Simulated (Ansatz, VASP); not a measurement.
## One calculation of InP, two programs

```xyz
10
Lattice="3.9893 0.0000 0.0000 -1.9946 3.4548 0.0000 0.0000 0.0000 15.7463" Properties=species:S:1:pos:R:3 pbc="T T T"
In    0.0000    0.0000    0.0484
In    0.0000    2.3032    3.2105
In    1.9946    1.1516    6.2985
In    0.0000    0.0000    9.3866
In    0.0000    2.3032   12.5486
P     1.9946    1.1516    1.5479
P     0.0000    0.0000    4.7013
P     0.0000    2.3032    7.8958
P     1.9946    1.1516   11.0492
P     1.9946    1.1516   14.1717
```

Alike in both runs: functional PBE; k mesh 12 × 12 × 3; occupations gaussian, width 0.1 eV; no spin polarisation.

Ansatz relaxed the structure, and its values are those at the end. VASP's run is a single point on that final structure, the one shown.

```csv
,VASP,Ansatz
version,VASP 6.6.1,Ansatz 0.2.0
potentials or method,"VASP PAW PBE potentials, release 64 (In_d, P), cutoff 520 eV","scalar-relativistic, plane waves, PAW"
valence electrons in the cell,90,90
```

```tsv
	VASP	Ansatz	Ansatz less VASP
gap on the k mesh at the Fermi level (eV)	none	none	-
pressure (GPa)	0.0	0.0	+0.03
```

A gap of «none» marks a metal or a gap that the smearing closes.
